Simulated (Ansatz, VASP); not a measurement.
## Two plane-wave programs on Ti

Contents of POSCAR:

```
Ti
1.0
    2.9358559451      0.0000000000      0.0000000000
   -1.4679279726      2.5425258303      0.0000000000
    0.0000000000      0.0000000000      4.6416239676
Ti
2
Direct
    0.3333333333      0.6666666667      0.2500000000
    0.6666666667      0.3333333333      0.7500000000
```

INCAR.step1

```
  PREC = Accurate
  ENCUT = 520
  ISMEAR = -1
  SIGMA = 1.0
  LREAL = F
  LASPH = T
  NELM = 100
  NBANDS = 19
  GGA = PE
  ALGO = Normal
  EDIFF = 1E-4
  LWAVE = T
  LCHARG = F
```

Contents of INCAR.step2:

```
  PREC = Accurate
  ENCUT = 520
  EDIFF = 1E-7
  ISMEAR = -1
  SIGMA = 1.0
  LREAL = F
  LASPH = T
  NELM = 100
  ALGO = Normal
  ISIF = 2
  LWAVE = F
  LCHARG = T
  METAGGA = R2SCAN
  LMIXTAU = T
  LELF = T
  LVHAR = T
  NBANDS = 19
  ISTART = 1
```

Contents of KPOINTS:

```
Automatic mesh
0
Gamma
  12 12 7
```

Input for Ansatz:

```yaml
crystal:
  lattice:
    - [2.9358559451, 0.0, 0.0]
    - [-1.4679279726, 2.5425258303, 0.0]
    - [0.0, 0.0, 4.6416239676]
  atoms:
    - { symbol: Ti, position: [0.3333333333, 0.6666666667, 0.25] }
    - { symbol: Ti, position: [0.6666666667, 0.3333333333, 0.75] }
hamiltonian:
  xc: r2scan
  pseudopotentials:
    kind: paw
    azcp:
      Ti: "pseudopotentials/Ti.paw.azcp"
basis:
  ecutwfc: 500
  fft_grid_basis: typed
kpoints:
  mp_grid: { grid: [12, 12, 7], shift: [0, 0, 0] }
magnetization:
  spin_polarized: false
scf:
  occupations: { method: fermi_dirac, width: 1.0 }
  lower_state_search: "off"
output:
  stress: true
```

Alike in both runs: task single point; functional r2SCAN; k mesh 12 × 12 × 7; occupations fermi-dirac, width 1 eV; no spin polarisation.

|  | VASP | Ansatz |
| --- | --- | --- |
| version | VASP 6.6.1 | Ansatz 0.2.0 |
| potentials or method | VASP PAW PBE potentials, release 64 (Ti_sv), cutoff 520 eV | plane waves (500 eV) with PAW, scalar-relativistic |
| valence electrons in the cell | 24 | 24 |

Ansatz gave:

| Property | Result |
| --- | --- |
| pressure (GPa) | 16.7 |
| traceless stress, the component that is largest in VASP (GPa) | 2.58 |

What did VASP give for the same quantities?

Pressure (GPa): 16.8; traceless stress, the component that is largest in VASP (GPa): 2.55.

VASP's potentials were made for PBE, not for r2SCAN.
